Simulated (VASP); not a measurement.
**InH3: relaxation of cell and atoms with PBE**

InH3:

```
CELL_PARAMETERS angstrom
3.51438 0.00000 0.00000
-1.75719 3.04354 0.00000
0.00000 0.00000 5.42965
ATOMIC_POSITIONS crystal
In 0.00000 0.00000 0.00000
H 0.50000 0.00000 0.50000
H 0.00000 0.50000 0.50000
H 0.50000 0.50000 0.50000
```

The cell was generated, and may not be a known phase.

```
Program                : VASP 6.6.1
Task                   : relaxation of cell and atoms
Functional             : PBE
Potentials or basis    : VASP PAW PBE potentials, release 64 (In_d, H_h)
Cutoff                 : 1230 eV
k mesh                 : 6 × 6 × 4
Occupations            : gaussian, width 0.1 eV
Spin                   : no spin polarisation
Dipole correction      : no
Further INCAR settings : ALGO = Normal; EDIFF = 1e-07; IBRION = 2; EDIFFG = -0.04; NSW = 90; ISIF = 3
```

```yaml
Relaxed_volume: 9.64 Å³/atom
Relaxed_cell: a = 2.911 Å, b = 2.911 Å, c = 5.253 Å, α = 90.00°, β = 90.00°, γ = 120.00°
Space_group_after_relaxing_to_0.1_Å: P6/mmm (No. 191)
Energy_gained_by_relaxing: 228.9 meV/atom
Ionic_steps: 10
Pressure_after_relaxing: 0.3 GPa
Band_gap_on_the_k_mesh: zero (bands 8 and 9 overlap by 3.77 eV)
```

Stress tensor (GPa, compression positive):
```
0.08 0.00 0.00
0.00 0.08 0.00
0.00 0.00 0.65
```

Step by step:
```csv
step,energy change (eV),largest force (eV/Å),pressure (GPa),volume (Å³)
1,0.0000,0.0000,-8.81,58.08
2,-0.4011,0.0000,-8.28,51.60
3,-0.8502,0.0000,6.37,34.94
4,-0.8696,0.0000,-1.93,39.88
5,-0.8906,0.0000,-0.39,38.27
6,-0.8950,0.0000,1.29,37.12
7,-0.8952,0.0000,0.67,37.48
8,-0.9093,0.0000,1.01,37.67
9,-0.9119,0.0000,1.33,37.78
10,-0.9157,0.0000,0.27,38.55
```

Final structure:
```
In H
1.0
     2.91125    0.00000    0.00000
    -1.45563    2.52122    0.00000
     0.00000    0.00000    5.25268
In H
1 3
Direct
  0.00000 0.00000 0.00000
  0.50000 0.00000 0.50000
  0.00000 0.50000 0.50000
  0.50000 0.50000 0.50000
```

Levels at points of the mesh, in eV from the Fermi level:
```tsv
k point	band 5	band 6	band 7	band 8	band 9	band 10	band 11	band 12
(0.00, 0.00, 0.00)	-14.95	-11.43	-7.71	-2.57	7.26	7.26	12.46	12.80
(0.50, 0.00, 0.00)	-14.67	-6.48	-4.44	-2.36	-0.78	2.95	4.76	5.35
(0.00, 0.00, 0.50)	-14.95	-10.65	-9.50	0.50	5.44	7.25	7.25	13.26
(0.50, 0.00, 0.50)	-14.67	-6.08	-3.82	-3.28	-2.53	5.10	5.37	8.08
```

Run time: 5.1 min on 1 thread of Intel(R) Xeon(R) Platinum 8124M CPU @ 3.00GHz (Skylake/Cascade Lake), on a shared host, peak memory 0.38 GiB.

Caveat: the volume moved by over 15 % at a fixed basis, so the end points are rough; spin-orbit coupling is left out, which moves the levels of the heavy elements.
